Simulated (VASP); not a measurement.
# Ge (Cmmm) in VASP: a series of runs

Runs on Ge. Level: PBEsol. Tasks: single point.

All numbers are computed with VASP 6.6.1; they aren't measurements. Logs are shortened: lines on timing, memory, paths and dates and some standing lists are left out, and cuts for length are marked.

## (1) The cell of the first run

It takes space group Cmmm (No. 65, orthorhombic). The conventional cell has a = 2.724 Å, b = 5.071 Å, c = 2.631 Å, α = 90.00°, β = 90.00°, γ = 90.00°. Within 3.5 Å of Ge (site symmetry mmm) lie 8 Ge at 2.63 to 2.88 Å.

## (2) Single point, PBEsol (strain -0.025 along x and y, -0.025 along z)

INCAR reads:

```
PREC = Accurate
ENCUT = 520
EDIFF = 1E-7
ISMEAR = 0
SIGMA = 0.15
LREAL = False
LASPH = True
NELM = 100
ALGO = Normal
ISIF = 2
LWAVE = False
LCHARG = False
GGA = PS
NBANDS = 13
```

KPOINTS reads:

```
regular mesh
0
Gamma
  20 20 18
```

POSCAR reads:

```
Ge
1.0
    1.3622202750     -2.5355031000      0.0000000000
    1.3622202750      2.5355031000      0.0000000000
    0.0000000000      0.0000000000      2.6307752250
Ge
1
Direct
    0.5000000000      0.5000000000      0.0000000000
```

Potentials or basis: VASP PAW PBE potentials, release 64 (Ge_d).

The run is started by

```bash
$ cat potpaw_PBE.64/Ge_d/POTCAR > POTCAR
$ mpirun -np 1 vasp_std > vasp.out
```

OUTCAR:

```text
PREC = Accurate
   ENCUT = 520
   EDIFF = 1E-7
   ISMEAR = 0
   LREAL = False
   LASPH = True
   NELM = 100
   ISIF = 2
   GGA = PS

 ion  position               nearest neighbor table
   1  0.500  0.500  0.000-

  LATTYP: Found a base centered orthorhombic cell.
 ALAT       =     2.7244405500
 B/A-ratio  =     1.8613018368
 C/A-ratio  =     0.9656203454

  Lattice vectors:

 A1 = (   1.3622202750,  -2.5355031000,   0.0000000000)
 A2 = (   1.3622202750,   2.5355031000,   0.0000000000)
 A3 = (   0.0000000000,   0.0000000000,   2.6307752250)

Analysis of symmetry for initial positions (statically):
=====================================================================
 Subroutine PRICEL returns:
 Original cell was already a primitive cell.

 Routine SETGRP: Setting up the symmetry group for a
 base centered orthorhombic supercell.

 Subroutine GETGRP returns: Found  8 space group operations
 (whereof  8 operations were pure point group operations)
 out of a pool of  8 trial point group operations.

The static configuration has the point symmetry D_2h.

Analysis of symmetry for dynamics (positions and initial velocities):
=====================================================================
 Subroutine PRICEL returns:
 Original cell was already a primitive cell.

 Routine SETGRP: Setting up the symmetry group for a
 base centered orthorhombic supercell.

 Subroutine GETGRP returns: Found  8 space group operations
 (whereof  8 operations were pure point group operations)
 out of a pool of  8 trial point group operations.

The dynamic configuration has the point symmetry D_2h.

 Subroutine INISYM returns: Found  8 space group operations
 (whereof  8 operations are pure point group operations),
 and found     1 'primitive' translations

----------------------------------------------------------------------------------------

                                     Primitive cell

  volume of cell :      18.1729

  direct lattice vectors                    reciprocal lattice vectors
     1.362220275 -2.535503100  0.000000000     0.367047833 -0.197199522  0.000000000
     1.362220275  2.535503100  0.000000000     0.367047833  0.197199522  0.000000000
     0.000000000  0.000000000  2.630775225     0.000000000  0.000000000  0.380116093

  length of vectors
     2.878266848  2.878266848  2.630775225     0.416667449  0.416667449  0.380116093

  position of ions in fractional coordinates (direct lattice)
     0.500000000  0.500000000  0.000000000

  ion indices of the primitive-cell ions
   primitive index   ion index
[... 77 lines left out ...]
   IBRION =     -1    ionic relax: 0-MD 1-quasi-New 2-CG
   NFREE  =      0    steps in history (QN), initial steepest desc. (CG)
   ISIF   =      2    stress and relaxation
   ISYM   =      2    0-nonsym 1-usesym 2-fastsym
   POTIM  = 0.5000    time-step for ionic-motion
   TEBEG  =    0.0;   TEEND  =   0.0 temperature during run
   PSTRESS=    0.0 pullay stress
   NELECT =      14.0000    total number of electrons
   NUPDOWN=      -1.0000    fix difference up-down
   EMIN   =  10.00;   EMAX   =-10.00  energy-range for DOS
   EFERMI =   0.00;   METHOD = LEGACY
   ISMEAR =     0;   SIGMA  =   0.15  broadening in eV -4-tet -1-fermi 0-gaus
   EFERMI_NEDOS =   21; number of points for ismear=-14 and -15
   IALGO  =     38    algorithm
   IMIX   =      4    mixing-type and parameters
     AMIX     =   0.40;   BMIX     =  1.00
     AMIX_MAG =   1.60;   BMIX_MAG =  1.00
  volume/ion in A,a.u.               =      18.17       122.64
  Fermi-wavevector in a.u.,A,eV,Ry     =   1.500753  2.836011 30.643835  2.252258
  Thomas-Fermi vector in A             =   2.612212
   LORBIT       =      0    0 simple, 1 ext, 2 COOP (PROOUT), +10 PAW based schemes
   GGA     = PS    functional components
   LHFCALC =     F    Hartree Fock is set to
   AEXX    =    0.0000 exact exchange contribution
   IVDW    =     0    specifies the selected vdW correction
   LEPSILON=     F    determine dielectric tensor
   LRPA    =     F    only Hartree local field effects (RPA)
 non-spin polarized calculation
 Gauss-broadening in eV      SIGMA  =   0.15
  energy-cutoff  :      520.00
  volume of cell :       18.17
 maximum number of plane-waves:       502
 NGX is ok and might be reduce to    24
   NGX = 11   NGY = 11   NGZ =  9

 number of electron      13.9999998 magnetization

 Free energy of the ion-electron system (eV)
  ---------------------------------------------------
  ext. energy  EPLUGINS =         0.00000000
  ---------------------------------------------------
  free energy    TOTEN  =        -4.74877856 eV

  energy without entropy =       -4.74426891  energy(sigma->0) =       -4.74652374

 E-fermi :   6.9347     XC(G=0): -11.5693

 val. band max:        6.9327754204   @ k =   0.4500  -0.0000   0.3889
 cond. band min:       6.9349266076   @ k =  -0.3500   0.2000   0.1667
 fundamental gap:      0.0021511872
 Fermi energy:         6.9346502467

 k-point     1 :       0.0000    0.0000    0.0000
  band No.  band energies     occupation
      1     -17.8326      2.00000
      2     -17.7472      2.00000
      3     -17.6841      2.00000
      4     -17.5604      2.00000
      5     -17.5416      2.00000
      6      -6.6121      2.00000
      7      13.9677      0.00000
      8      14.5738      0.00000
      9      16.2122      0.00000
     10      17.3999      0.00000
     11      19.8863      0.00000
     12      22.4325      0.00000
     13      22.7015      0.00000
[... 354 lines left out ...]
  band No.  band energies     occupation
      1     -17.7915      2.00000
      2     -17.7103      2.00000
      3     -17.6150      2.00000
      4     -17.5933      2.00000
      5     -17.5682      2.00000
      6      -3.9014      2.00000
      7       5.6305      2.00000
      8      10.3999      0.00000
      9      16.3747      0.00000
     10      16.4776      0.00000
     11      20.7807      0.00000
     12      27.6771      0.00000
     13      28.2941      0.00000

 [... further k-points ...]
[... 5 lines left out ...]
  --------------------------------------------------------------------------------------
  -------------------------------------------------------------------------------------
  Total        0.2792106     -0.0273381      0.1159471      0.0000000      0.0000000      0.0000000
  in kB       24.6159857     -2.4102066     10.2222176      0.0000000      0.0000000      0.0000000
  external PRESSURE =      10.8093322 kB  Pullay stress =       0.0000000 kB

 VOLUME and BASIS-vectors are now :
 -----------------------------------------------------------------------------
  energy-cutoff  :      520.00
  volume of cell :       18.17
      direct lattice vectors                 reciprocal lattice vectors
     1.362220275 -2.535503100  0.000000000     0.367047833 -0.197199522  0.000000000
     1.362220275  2.535503100  0.000000000     0.367047833  0.197199522  0.000000000
     0.000000000  0.000000000  2.630775225     0.000000000  0.000000000  0.380116093

 POSITION                                       TOTAL-FORCE (eV/Angst)
 -----------------------------------------------------------------------------------
      1.36222      0.00000      0.00000         0.000000      0.000000      0.000000
 -----------------------------------------------------------------------------------
    total drift:                               -0.000000     -0.000000     -0.000000

  FREE ENERGIE OF THE ION-ELECTRON SYSTEM (eV)
  ---------------------------------------------------
  free  energy   TOTEN  =        -4.7487785640 eV

  energy  without entropy=       -4.7442689087  energy(sigma->0) =       -4.74652374
```

Wall time 62 s (1 thread of Intel Xeon 6975P-C, shared host); peak memory 0.34 GiB.

What came out:

```
Free energy            : -4.7488 eV
Pressure               : 1.1 GPa
Band gap on the k mesh : zero (band 7 reaches 14.17 eV, above the bottom of band 8 at 3.72 eV)
```

Levels at points of the mesh, in eV from the Fermi level:
```
           k point  band 4  band 5  band 6  band 7  band 8  band 9  band 10  band 11
(0.00, 0.00, 0.00)  -24.50  -24.48  -13.55    7.03    7.64    9.28    10.47    12.95
(0.50, 0.00, 0.00)  -24.51  -24.50   -7.98   -5.80    3.60    7.64    11.35    16.91
(0.50, 0.50, 0.00)  -24.51  -24.49   -8.92   -6.04    5.50    9.42    10.61    16.60
(0.00, 0.00, 0.50)  -24.56  -24.52   -9.40   -6.23   10.81   12.46    16.68    16.71
(0.50, 0.00, 0.50)  -24.50  -24.39   -3.37   -2.48   -1.80    3.44     6.77    12.20
(0.50, 0.50, 0.50)  -24.50  -24.41   -4.42   -2.66   -2.50    3.03     8.69    14.14
```

Caveat: the cell differs from its parent crystal (strain -0.025 along x and y, -0.025 along z); the PAW data sets were made with another functional, which shifts forces and pressure a little.

## (3) Single point, PBEsol (strain -0.050 along x and y, +0.050 along z)

INCAR reads:

```
PREC = Accurate ; ENCUT = 520
EDIFF = 1E-6 ; ISMEAR = 0
SIGMA = 0.15 ; LREAL = False
LASPH = True ; NELM = 80
ALGO = Normal ; ISIF = 2
LWAVE = False ; LCHARG = False
GGA = PS ; NBANDS = 13
```

KPOINTS is that of step 2.

POSCAR reads:

```
Ge
1.0
    1.3272915500     -2.4704902000      0.0000000000
    1.3272915500      2.4704902000      0.0000000000
    0.0000000000      0.0000000000      2.8331425500
Ge
1
Direct
    0.5000000000      0.5000000000      0.0000000000
```

Potentials or basis: VASP PAW PBE potentials, release 64 (Ge_d).

The run is started by

```bash
$ cat potpaw_PBE.64/Ge_d/POTCAR > POTCAR
$ mpirun -np 1 vasp_std > vasp.out
```

Wall time 73 s (1 thread of Intel Xeon 6975P-C, shared host); peak memory 0.35 GiB.

Results (log left out):

- Free energy: -4.6835 eV
- Pressure: 0.8 GPa
- Band gap on the k mesh: zero (band 7 reaches 11.95 eV, above the bottom of band 8 at 3.79 eV)

Stress tensor (GPa, compression positive):
```
  8.31   0.00   0.00
  0.00   4.34   0.00
  0.00   0.00 -10.11
```

Levels at points of the mesh, in eV from the Fermi level:
| k point | band 5 | band 6 | band 7 | band 8 | band 9 | band 10 |
| --- | --- | --- | --- | --- | --- | --- |
| (0.00, 0.00, 0.00) | -24.47 | -13.40 | 4.45 | 8.43 | 9.04 | 10.85 |
| (0.50, 0.00, 0.00) | -24.45 | -7.21 | -5.61 | 4.56 | 8.60 | 9.24 |
| (0.50, 0.50, 0.00) | -24.47 | -8.22 | -5.89 | 6.61 | 8.44 | 10.42 |
| (0.00, 0.00, 0.50) | -24.50 | -10.42 | -6.08 | 11.26 | 13.08 | 16.86 |
| (0.50, 0.00, 0.50) | -24.40 | -3.86 | -3.24 | -1.02 | 3.52 | 6.79 |
| (0.50, 0.50, 0.50) | -24.43 | -4.98 | -3.46 | -1.79 | 3.05 | 8.86 |

Caveat: the cell differs from its parent crystal (strain -0.050 along x and y, +0.050 along z); the PAW data sets were made with another functional, which shifts forces and pressure a little.
